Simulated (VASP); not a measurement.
Write the native input for VASP 6.6.1 that does the following.

| Property | Result |
| --- | --- |
| Task | single point |
| Functional | r2SCAN |
| Potentials or basis | VASP PAW PBE potentials, release 64 (Ga_d, N) |
| Cutoff | 520 eV |
| k mesh | 12 × 12 × 6 |
| Occupations | gaussian, width 0.05 eV |
| Spin | no spin polarisation |
| Dipole correction | no |
| Further INCAR settings | ALGO = Normal; EDIFF = 1e-06; NBANDS = 26 |

GaN:

```
Ga N
1.0
     3.18000    0.00000    0.00000
    -1.59000    2.75396    0.00000
     0.00000    0.00000    5.16600
Ga N
2 2
Cartesian
  0.0000 1.8360 0.0000
  1.5900 0.9180 2.5830
  0.0376 1.8577 1.9984
  1.6276 0.9397 4.5814
```

This cell differs from its parent crystal: all N atoms moved -0.075 Å, as atom 3 towards its neighbour atom 4 (N) at 3.169 Å.

One way to write it, as run:

POSCAR

```
GaN
1.0
    3.1799996605      0.0000000000      0.0000000000
   -1.5899998303      2.7539604900      0.0000000000
    0.0000000000      0.0000000000      5.1660000000
Ga N
2 2
Direct
    0.3333333333      0.6666666667      0.0000000000
    0.6666666667      0.3333333333      0.5000000000
    0.3491110813      0.6745555406      0.3868333109
    0.6824444146      0.3412222073      0.8868333109
```

INCAR.step1

```
  ALGO = Normal
  EDIFF = 1E-4
  ENCUT = 520
  GGA = PE
  ISMEAR = 0
  LASPH = T
  LCHARG = F
  LREAL = F
  LWAVE = T
  NBANDS = 26
  NELM = 100
  PREC = Accurate
  SIGMA = 0.05
```

INCAR.step2

```
  ALGO = Normal
  EDIFF = 1E-6
  ENCUT = 520
  ISIF = 2
  ISMEAR = 0
  ISTART = 1
  LASPH = T
  LCHARG = F
  LMIXTAU = T
  LREAL = F
  LWAVE = F
  METAGGA = R2SCAN
  NBANDS = 26
  NELM = 100
  PREC = Accurate
  SIGMA = 0.05
```

KPOINTS

```
k-points
0
Gamma
  12 12 6
```

Potentials or basis: VASP PAW PBE potentials, release 64 (Ga_d, N).

Launch:

```bash
$ cat potpaw_PBE.64/Ga_d/POTCAR potpaw_PBE.64/N/POTCAR > POTCAR
$ cp INCAR.step1 INCAR
$ mpirun -np 1 vasp_std > vasp.out
$ cp INCAR.step2 INCAR
$ mpirun -np 1 vasp_std > vasp.out
```

Results of the run:

| Property | Result |
| --- | --- |
| Pressure | 2.7 GPa |
| Largest force | 0.920 eV/Å |
| Band gap on the k mesh | 2.32 eV |

Caveat: the cell differs from its parent crystal (all N atoms moved -0.075 Å, as atom 3 towards its neighbour atom 4 (N) at 3.169 Å); the PAW data sets were made with another functional, which shifts forces and pressure a little.

Run time: 27 min on 1 thread of Oxide Virtual Turin-like Processor, on a shared host, peak memory 0.32 GiB.
